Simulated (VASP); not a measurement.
A run of VASP 6.6.1 is set up as follows.

Contents of INCAR:

```
PREC = Accurate
ENCUT = 500
EDIFF = 1E-6
ISMEAR = 0
SIGMA = 0.1
LREAL = F
LASPH = T
NELM = 120
ALGO = Normal
ISIF = 2
LWAVE = F
LCHARG = F
GGA = PE
NBANDS = 18
GGA_COMPAT = F
```

Contents of KPOINTS:

```
regular mesh
0
Gamma
  18 18 10
```

File POSCAR:

```
Ag
1.0
    2.9351830927      0.0000000000      0.0000000000
   -1.4675915464      2.5419431231      0.0000000000
    0.0000000000      0.0000000000      4.7969043409
Ag
2
Direct
    0.3333333333      0.6666666667      0.2500000000
    0.6666666667      0.3333333333      0.7500000000
```

Potentials or basis: VASP PAW PBE potentials, release 64 (Ag).

Command:

```bash
$ cat potpaw_PBE.64/Ag/POTCAR > POTCAR
$ mpirun -np 1 vasp_std > vasp.out
```

(1) What does it give for the band gap on the k mesh?

(2) What does it give for the pressure?

## Answers

(1) zero (band 11 reaches 11.75 eV, above the bottom of band 12 at 4.41 eV).

(2) -0.1 GPa.
